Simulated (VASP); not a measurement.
Runs of VASP 6.6.1 on SnTe. The structure is that of space group Fm-3m (No. 225), or close to it. The cells are those of the table. 

```tsv
level	cell	k mesh	smearing	grid for exact exchange (PRECFOCK)	screening parameter	gap on the mesh (eV)	pressure (GPa)
r2SCAN	a = 4.676 Å, angles 60.0°, 2 atoms	8 × 8 × 8	gaussian 0.01 eV	-	-	0.44	(a)
HSE06	a = 4.676 Å, angles 60.0°, 2 atoms	6 × 6 × 6	gaussian 0.01 eV	Normal	0.2079 1/Å	0.55	-4.2
r2SCAN	a = 4.510 Å, angles 60.0°, 2 atoms	8 × 8 × 8	fermi-dirac 0.02 eV	-	-	0.14	-0.1
PBE	a = 4.676 Å, angles 60.0°, 2 atoms	8 × 8 × 8	fermi-dirac 0.02 eV	-	-	0.29	(c)
r2SCAN	a = 4.531, b = 4.531, c = 4.510 Å, angles 60.1, 60.1, 59.7°, 2 atoms	8 × 8 × 8	fermi-dirac 0.02 eV	-	-	(b)	-0.5
```

Alike in all rows: task single point; potentials or basis VASP PAW PBE potentials, release 64 (Sn_d, Te); no spin polarisation; cutoff (eV) 520.

Question: Fill in the values left out.

Answer: (a) -3.9; (b) 0.16; (c) -3.1.

Caveats: spin-orbit coupling is left out, which moves the levels of the heavy elements; the PAW data sets were made with another functional, which shifts forces and pressure a little (some runs).

A k mesh can miss the band edges, and the runs leave out spin-orbit coupling on Sn, Te.
